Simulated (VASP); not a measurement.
Set up this calculation in VASP 6.6.1, as the native input.

| Item | Value |
| --- | --- |
| Task | single point |
| Functional | PBE |
| Potentials or basis | VASP PAW PBE potentials, release 64 (Te, Mo_sv) |
| Cutoff | 500 eV |
| k mesh | 5 × 5 × 5 |
| Occupations | gaussian, width 0.2 eV |
| Spin | no spin polarisation |
| Dipole correction | no |
| Further INCAR settings | ALGO = Normal; EDIFF = 1e-06; NBANDS = 24 |

The structure of TeMo2 lies in POSCAR:

```
TeMo2
1.0
    2.2543741050      1.3015634964      3.4415184562
   -2.2543741050      1.3015634964      3.4415184562
    0.0000000000     -2.6031269928      3.4415184562
Te Mo
1 2
Direct
    0.5660854067      0.5660854067      0.5660854067
    0.8300520679      0.8300520679      0.8300520679
    0.0739315554      0.0739315554      0.0739315554
```

The input as run:

INCAR

```
  PREC = Accurate
  ENCUT = 500
  EDIFF = 1E-6
  ISMEAR = 0
  SIGMA = 0.2
  LREAL = False
  LASPH = True
  NELM = 120
  ALGO = Normal
  ISIF = 2
  LWAVE = False
  LCHARG = True
  GGA = PE
  LELF = True
  LVHAR = True
  NBANDS = 24
  GGA_COMPAT = False
```

KPOINTS

```
Automatic mesh
0
Gamma
  5 5 5
```

Potentials or basis: VASP PAW PBE potentials, release 64 (Te, Mo_sv).

Launch:

```bash
$ cat potpaw_PBE.64/Te/POTCAR potpaw_PBE.64/Mo_sv/POTCAR > POTCAR
$ mpirun -np 1 vasp_std > vasp.out
```

Results of the run:

| Property | Result |
| --- | --- |
| Pressure | 0.5 GPa |
| Largest force | 0.065 eV/Å |

Run time: 22 s on 1 thread of Intel(R) Xeon(R) Platinum 8559C (Emerald Rapids), on a shared host, peak memory 0.18 GiB.
